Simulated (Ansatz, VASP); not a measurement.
One calculation of MgO, two programs

```
CELL_PARAMETERS angstrom
3.66950 0.00000 0.00000
-1.83475 3.17788 0.00000
0.00000 0.00000 4.40440
ATOMIC_POSITIONS crystal
Mg 0.66667 0.33333 0.75000
Mg 0.33333 0.66667 0.25000
O 0.66667 0.33333 0.25000
O 0.33333 0.66667 0.75000
```

Alike in both runs: task single point; functional PBEsol; k mesh 9 × 9 × 6; occupations gaussian, width 0.05 eV; no spin polarisation.

|  | VASP | Ansatz |
| --- | --- | --- |
| version | VASP 6.6.1 | Ansatz 0.2.0 |
| potentials or method | VASP PAW PBE potentials, release 64 (Mg, O), cutoff 520 eV | scalar-relativistic, plane waves, PAW |
| valence electrons in the cell | 16 | 32 |

```csv
,VASP,Ansatz,Ansatz less VASP
gap on the k mesh at the Fermi level (eV),2.57,2.58,+0.011
least direct gap on the mesh (eV),2.57,2.58,+0.011
pressure (GPa),-14.7,-14.2,+0.50
"traceless stress, the component that is largest in VASP (GPa)",-0.65,-0.61,+0.035
```

VASP's potentials were made for PBE, not for PBEsol, and Ansatz warns of the same on its side. The functional is the same, so the differences come from potentials, cutoffs and numerics. VASP's potentials hold 16 valence electrons a cell and Ansatz's 32, so a difference there can come from the potentials and not from the codes.
